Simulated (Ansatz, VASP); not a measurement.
One calculation of Au, two programs

INCAR

```
SYSTEM = Au
PREC = Accurate
ENCUT = 520
EDIFF = 1E-6
ISMEAR = 1
SIGMA = 0.15
LREAL = .False.
LASPH = .True.
NELM = 150
ALGO = Normal
ISIF = 2
LWAVE = .False.
LCHARG = .False.
MAGMOM = 0 0 0
LORBIT = 11
LSORBIT = .True.
GGA_COMPAT = .False.
LORBMOM = .True.
LMAXMIX = 4
GGA = PS
NBANDS = 22
```

Contents of KPOINTS:

```
Automatic mesh
0
Gamma
  11 11 11
  0 0 0
```

File POSCAR:

```
Au
1.0
    0.0000000000      2.0350000000      2.0350000000
    2.0350000000      0.0000000000      2.0350000000
    2.0350000000      2.0350000000      0.0000000000
Au
1
Direct
    0.0000000000      0.0000000000      0.0000000000
```

Contents of input.yaml:

```yaml
crystal:
  lattice:
    - [0.0, 2.035, 2.035]
    - [2.035, 0.0, 2.035]
    - [2.035, 2.035, 0.0]
  atoms:
    - { symbol: Au, position: [0.0, 0.0, 0.0] }
hamiltonian:
  xc: pbesol
  pseudopotentials: { kind: paw_fr }
magnetization:
  noncollinear: true
  spin_orbit: true
kpoints:
  mp_grid: { grid: [11, 11, 11] }
scf:
  occupations: { method: cold, width: 0.15 }
  n_extra_bands: 12
  eigensolver: { kind: davidson }
output:
  eigenvalues: true
  optics: { e_range: [0, 14], sigma: 0.05, nscf_kmesh: { grid: [15, 15, 15] } }
  write_density: true
  write_potential: true
  elf: true
  volumetric_format: npy
```

Alike in both runs: functional PBEsol; k mesh 11 × 11 × 11; non-collinear spin, spin-orbit coupling.

|  | VASP | Ansatz |
| --- | --- | --- |
| version | VASP 6.6.1 | Ansatz 0.2.0 |
| potentials or method | VASP PAW PBE potentials, release 64 (Au) | Ansatz PAW |
| plane-wave cutoff (eV) | 520 | 420 |
| occupations | methfessel-paxton of order 1, width 0.15 eV | cold, width 0.15 eV |
| valence electrons in the cell | 11 | 19 |
| task | single point | optical spectrum |

```tsv
	VASP	Ansatz	Ansatz less VASP
net moment per atom (μB)	0.00	0.00	0.000
```

VASP's potentials were made for PBE, not for PBEsol. VASP's potentials hold 11 valence electrons a cell and Ansatz's 19, so a difference there can come from the potentials and not from the codes.
